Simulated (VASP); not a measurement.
Input of a VASP 6.6.1 run:

The input INCAR:

```
PREC     = Accurate       # precision mode
ENCUT    = 520            # plane-wave cutoff, eV
EDIFF    = 1E-7           # SCF threshold, eV
ISMEAR   = -1             # smearing method
SIGMA    = 0.1            # smearing width, eV
LREAL    = False          # projectors in reciprocal space
LASPH    = True           # aspherical terms in the spheres
NELM     = 60             # most SCF steps
ALGO     = Normal         # electronic algorithm
ISIF     = 2              # what is computed and relaxed
LWAVE    = False          # write WAVECAR
LCHARG   = True           # write CHGCAR
LELF     = True           # ELF
LVHAR    = True         
NBANDS   = 12             # bands
```

Contents of KPOINTS:

```
Automatic mesh
0
Gamma
  17 17 17
```

POSCAR

```
Au
1.0
   -1.5590516041      1.5590516041      1.5590516041
    1.5590516041     -1.5590516041      1.5590516041
    1.5590516041      1.5590516041     -1.5590516041
Au
1
Direct
    0.0000000000      0.0000000000      0.0000000000
```

Potentials or basis: VASP PAW LDA potentials, release 64 (Au).

The run is started by

```console
$ cat potpaw_LDA.64/Au/POTCAR > POTCAR
$ mpirun -np 1 vasp_std > vasp.out
```

(1) Predict the pressure.

Results:

(1) 23.7 GPa.
